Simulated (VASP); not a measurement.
# KBr (Pmc2_1) in VASP: single point with LDA

Aim: the single point of KBr with LDA.

All numbers are computed with VASP 6.6.1; they aren't measurements. Logs are shortened: lines on timing, memory, paths and dates and some standing lists are left out, and cuts for length are marked.

### Step 1. The cell of the first run

Symmetry: Pmc2_1, No. 26, orthorhombic system. Conventional cell: a = 3.830 Å, b = 3.830 Å, c = 7.660 Å, α = 90.00°, β = 90.00°, γ = 90.00°. Within 3.9 Å of K (site symmetry m) lie 8 Br at 2.95 to 3.71 Å and 6 K at 3.83 Å. Br (site symmetry m) has 8 K at 2.95 to 3.71 Å and 6 Br at 3.83 to 3.93 Å within 4.0 Å.

### Step 2. Single point, LDA (atoms displaced along several vibrational modes)

Input file INCAR:

```
  ALGO = Normal
  EDIFF = 1E-7
  ENCUT = 520
  ISIF = 2
  ISMEAR = 0
  LASPH = T
  LCHARG = F
  LREAL = F
  LWAVE = F
  NBANDS = 24
  NELM = 60
  PREC = Accurate
  SIGMA = 0.05
```

Input file KPOINTS:

```
k-points
0
Gamma
  6 6 4
```

Input file POSCAR:

```
KBr
1.0
    3.8300121826      0.0000000000      0.0000000000
    0.0000000000      3.8300121826      0.0000000000
    0.0000000000      0.0000000000      7.6600243652
K Br
2 2
Direct
    0.0000000000      0.0000000000     -0.0184855809
    0.0000000000      0.0000000000      0.4815144191
    0.3836557226      0.5000000000      0.2590452892
    0.6163442774      0.5000000000      0.7590452892
```

Potentials or basis: VASP PAW LDA potentials, release 64 (K_sv, Br).

Started as:

```
cat potpaw_LDA.64/K_sv/POTCAR potpaw_LDA.64/Br/POTCAR > POTCAR
mpirun -np 1 vasp_std > vasp.out
```

OUTCAR:

```text
EDIFF = 1E-7
   ENCUT = 520
   ISIF = 2
   ISMEAR = 0
   LASPH = T
   LREAL = F
   NELM = 60
   PREC = Accurate

 ion  position               nearest neighbor table
   1  0.000  0.000  0.982-   4 2.95   4 2.95   3 3.22   3 3.22
   2  0.000  0.000  0.482-   3 2.95   3 2.95   4 3.22   4 3.22
   3  0.384  0.500  0.259-   2 2.95   2 2.95   1 3.22   1 3.22
   4  0.616  0.500  0.759-   1 2.95   1 2.95   2 3.22   2 3.22

  LATTYP: Found a simple tetragonal cell.
 ALAT       =     3.8300121826
 C/A-ratio  =     2.0000000000

  Lattice vectors:

 A1 = (   3.8300121826,   0.0000000000,   0.0000000000)
 A2 = (   0.0000000000,   3.8300121826,   0.0000000000)
 A3 = (   0.0000000000,   0.0000000000,   7.6600243652)

Analysis of symmetry for initial positions (statically):
=====================================================================
 Subroutine PRICEL returns:
 Original cell was already a primitive cell.

 Routine SETGRP: Setting up the symmetry group for a
 simple tetragonal supercell.

 Subroutine GETGRP returns: Found  4 space group operations
 (whereof  2 operations were pure point group operations)
 out of a pool of 16 trial point group operations.

The static configuration has the point symmetry C_1h.
 The point group associated with its full space group is C_2v.

Analysis of symmetry for dynamics (positions and initial velocities):
=====================================================================
 Subroutine PRICEL returns:
 Original cell was already a primitive cell.

 Routine SETGRP: Setting up the symmetry group for a
 simple tetragonal supercell.

 Subroutine GETGRP returns: Found  4 space group operations
 (whereof  2 operations were pure point group operations)
 out of a pool of 16 trial point group operations.

The dynamic configuration has the point symmetry C_1h.
 The point group associated with its full space group is C_2v.

 Subroutine INISYM returns: Found  4 space group operations
 (whereof  2 operations are pure point group operations),
 and found     1 'primitive' translations

----------------------------------------------------------------------------------------

                                     Primitive cell

  volume of cell :     112.3648

  direct lattice vectors                    reciprocal lattice vectors
     3.830012183  0.000000000  0.000000000     0.261095775  0.000000000  0.000000000
     0.000000000  3.830012183  0.000000000     0.000000000  0.261095775  0.000000000
     0.000000000  0.000000000  7.660024365     0.000000000  0.000000000  0.130547888

  length of vectors
     3.830012183  3.830012183  7.660024365     0.261095775  0.261095775  0.130547888

  position of ions in fractional coordinates (direct lattice)
     0.000000000  0.000000000  0.981514419
     0.000000000  0.000000000  0.481514419
     0.383655723  0.500000000  0.259045289
     0.616344277  0.500000000  0.759045289

  ion indices of the primitive-cell ions
   primitive index   ion index
                 1           1
                 2           2
                 3           3
                 4           4

----------------------------------------------------------------------------------------

 KPOINTS: k-points

Automatic generation of k-mesh.
 Grid dimensions read from file:
 generate k-points for:    6    6    4

 Generating k-lattice:

  Cartesian coordinates                     Fractional coordinates (reciprocal lattice)
     0.043515963  0.000000000  0.000000000     0.166666667  0.000000000  0.000000000
     0.000000000  0.043515963  0.000000000     0.000000000  0.166666667  0.000000000
     0.000000000  0.000000000  0.032636972     0.000000000  0.000000000  0.250000000

  Length of vectors
     0.043515963  0.043515963  0.032636972

  Shift w.r.t. Gamma in fractional coordinates (k-lattice)
     0.000000000  0.000000000  0.000000000

 Subroutine IBZKPT returns following result:
 ===========================================

 Found     48 irreducible k-points:

 Following reciprocal coordinates:
            Coordinates               Weight
  0.000000  0.000000  0.000000      1.000000
  0.166667  0.000000  0.000000      2.000000
  0.000000  0.166667  0.000000      2.000000
  0.333333  0.000000  0.000000      2.000000
  0.000000  0.333333  0.000000      2.000000
  0.500000  0.000000  0.000000      1.000000
[... 16 lines left out ...]
  0.000000  0.500000  0.250000      2.000000
  0.166667  0.166667  0.250000      8.000000
 [... further k-points ...]
   k-points           NKPTS =     48   k-points in BZ     NKDIM =     48   number of bands    NBANDS=     24
   number of dos      NEDOS =    301   number of ions     NIONS =      4
   total plane-waves  NPLWV =  47040
   dimension x,y,z NGX =    28 NGY =   28 NGZ =   60
   dimension x,y,z NGXF=    56 NGYF=   56 NGZF=  120
   ions per type =               2   2
   NGX,Y,Z   is equivalent  to a cutoff of  12.15, 12.15, 13.02 a.u.
   NGXF,Y,Z  is equivalent  to a cutoff of  24.31, 24.31, 26.04 a.u.
 SYSTEM =  unknown system
   PREC   = accura    normal or accurate (medium, high low for compatibility)
   ISTART =      0    job   : 0-new  1-cont  2-samecut
   ICHARG =      2    charge: 1-file 2-atom 10-const
   ISPIN  =      1    spin polarized calculation?
   LNONCOLLINEAR =      F non collinear calculations
   LSORBIT =      F    spin-orbit coupling
   LASPH  =      T    aspherical Exc in radial PAW
   ENCUT  =  520.0 eV  38.22 Ry    6.18 a.u.   7.12  7.12 14.24*2*pi/ulx,y,z
   NELM   =     60;   NELMIN=  2; NELMDL= -5     # of ELM steps
   EDIFF  = 0.1E-06   stopping-criterion for ELM
   LREAL  =      F    real-space projection
   EDIFFG = 0.1E-05   stopping-criterion for IOM
   NSW    =      0    number of steps for IOM
   IBRION =     -1    ionic relax: 0-MD 1-quasi-New 2-CG
   NFREE  =      0    steps in history (QN), initial steepest desc. (CG)
   ISIF   =      2    stress and relaxation
   ISYM   =      2    0-nonsym 1-usesym 2-fastsym
   POTIM  = 0.5000    time-step for ionic-motion
   TEBEG  =    0.0;   TEEND  =   0.0 temperature during run
   PSTRESS=    0.0 pullay stress
   NELECT =      32.0000    total number of electrons
   NUPDOWN=      -1.0000    fix difference up-down
   EMIN   =  10.00;   EMAX   =-10.00  energy-range for DOS
   EFERMI =   0.00;   METHOD = LEGACY
   ISMEAR =     0;   SIGMA  =   0.05  broadening in eV -4-tet -1-fermi 0-gaus
   EFERMI_NEDOS =   21; number of points for ismear=-14 and -15
   IALGO  =     38    algorithm
   IMIX   =      4    mixing-type and parameters
     AMIX     =   0.40;   BMIX     =  1.00
     AMIX_MAG =   1.60;   BMIX_MAG =  1.00
  volume/ion in A,a.u.               =      28.09       189.57
  Fermi-wavevector in a.u.,A,eV,Ry     =   1.077080  2.035386 15.784140  1.160102
  Thomas-Fermi vector in A             =   2.212982
   LORBIT       =      0    0 simple, 1 ext, 2 COOP (PROOUT), +10 PAW based schemes
   GGA     = CA    functional components
   LHFCALC =     F    Hartree Fock is set to
   AEXX    =    0.0000 exact exchange contribution
   IVDW    =     0    specifies the selected vdW correction
   LEPSILON=     F    determine dielectric tensor
   LRPA    =     F    only Hartree local field effects (RPA)
 non-spin polarized calculation
 Gauss-broadening in eV      SIGMA  =   0.05
  energy-cutoff  :      520.00
  volume of cell :      112.36
 maximum number of plane-waves:      3056
   NGX = 15   NGY = 15   NGZ = 29

 number of electron      32.0000005 magnetization

 Free energy of the ion-electron system (eV)
  ---------------------------------------------------
  ext. energy  EPLUGINS =         0.00000000
  ---------------------------------------------------
  free energy    TOTEN  =       -13.25422536 eV

  energy without entropy =      -13.25422536  energy(sigma->0) =      -13.25422536

 E-fermi :   0.1891     XC(G=0):  -8.9690

 val. band max:       -0.0790132622   @ k =   0.0000   0.5000   0.2500
 cond. band min:       3.9747627985   @ k =   0.0000   0.0000   0.0000
 fundamental gap:      4.0537760607
 Fermi energy:         0.1891099124

 k-point     1 :       0.0000    0.0000    0.0000
  band No.  band energies     occupation
      1     -28.0384      2.00000
      2     -28.0136      2.00000
      3     -13.5508      2.00000
      4     -13.2666      2.00000
      5     -11.7341      2.00000
      6     -11.7018      2.00000
[... 16 lines left out ...]
     23       8.7477      0.00000
     24       9.5017      0.00000

 k-point     2 :       0.1667    0.0000    0.0000
  band No.  band energies     occupation
      1     -28.0326      2.00000
      2     -28.0083      2.00000
      3     -13.5187      2.00000
      4     -13.2343      2.00000
      5     -11.7927      2.00000
      6     -11.7172      2.00000
[... 16 lines left out ...]
     23       8.8782      0.00000
     24       8.9405      0.00000

 k-point     3 :       0.0000    0.1667    0.0000
  band No.  band energies     occupation
      1     -28.0321      2.00000
      2     -28.0080      2.00000
      3     -13.4410      2.00000
      4     -13.3319      2.00000
      5     -11.7647      2.00000
      6     -11.7143      2.00000
[... 16 lines left out ...]
     23       8.9785      0.00000
     24       9.1031      0.00000
[... 514 lines left out ...]
 k-point    23 :       0.0000    0.5000    0.2500
  band No.  band energies     occupation
      1     -28.0098      2.00000
      2     -27.9943      2.00000
      3     -13.4624      2.00000
      4     -13.0979      2.00000
      5     -11.9409      2.00000
      6     -11.7870      2.00000
[... 16 lines left out ...]
     23       9.0631      0.00000
     24       9.2416      0.00000

 k-point    24 :       0.1667    0.1667    0.2500
  band No.  band energies     occupation
      1     -28.0230      2.00000
      2     -28.0063      2.00000
      3     -13.3973      2.00000
      4     -13.2800      2.00000
      5     -11.8036      2.00000
      6     -11.7619      2.00000
[... 16 lines left out ...]
     23       8.5760      0.00000
     24       8.8313      0.00000

 [... further k-points ...]

------------------------ aborting loop because EDIFF is reached ----------------------------------------

  FORCE on cell =-STRESS in cart. coord.  units (eV):
  Direction    XX          YY          ZZ          XY          YZ          ZX
  --------------------------------------------------------------------------------------
  -------------------------------------------------------------------------------------
  Total        1.1602188      2.0701251      1.3936667      0.0000000      0.0000000      0.0000000
  in kB       16.5432190     29.5173062     19.8718843      0.0000000      0.0000000      0.0000000
  external PRESSURE =      21.9774698 kB  Pullay stress =       0.0000000 kB

 VOLUME and BASIS-vectors are now :
 -----------------------------------------------------------------------------
  energy-cutoff  :      520.00
  volume of cell :      112.36
      direct lattice vectors                 reciprocal lattice vectors
     3.830012183  0.000000000  0.000000000     0.261095775  0.000000000  0.000000000
     0.000000000  3.830012183  0.000000000     0.000000000  0.261095775  0.000000000
     0.000000000  0.000000000  7.660024365     0.000000000  0.000000000  0.130547888

 POSITION                                       TOTAL-FORCE (eV/Angst)
 -----------------------------------------------------------------------------------
      0.00000      0.00000      7.51842         0.370759      0.000000      0.421147
      0.00000      0.00000      3.68841        -0.370759      0.000000      0.421147
      1.46941      1.91501      1.98429         0.579048      0.000000     -0.421147
      2.36061      1.91501      5.81431        -0.579048      0.000000     -0.421147
 -----------------------------------------------------------------------------------
    total drift:                               -0.000000     -0.000000     -0.000191

  FREE ENERGIE OF THE ION-ELECTRON SYSTEM (eV)
  ---------------------------------------------------
  free  energy   TOTEN  =       -13.2542253641 eV

  energy  without entropy=      -13.2542253641  energy(sigma->0) =      -13.25422536
```

Wall time 2.7 min (1 thread of Intel Xeon 8259CL, shared host); peak memory 0.25 GiB.

Results:

- Free energy: -13.2542 eV
- Pressure: 2.2 GPa
- Largest force: 0.716 eV/Å
- Band gap on the k mesh: 4.05 eV (least direct gap 4.25 eV)

Forces in eV/Å, atoms in the order of the input:
```
K    0.371  0.000  0.421
K   -0.371  0.000  0.421
Br   0.579  0.000 -0.421
Br  -0.579  0.000 -0.421
```

Stress tensor (GPa, compression positive):
```
1.65 0.00 0.00
0.00 2.95 0.00
0.00 0.00 1.99
```

Caveat: the cell differs from its parent crystal (atoms displaced along several vibrational modes).
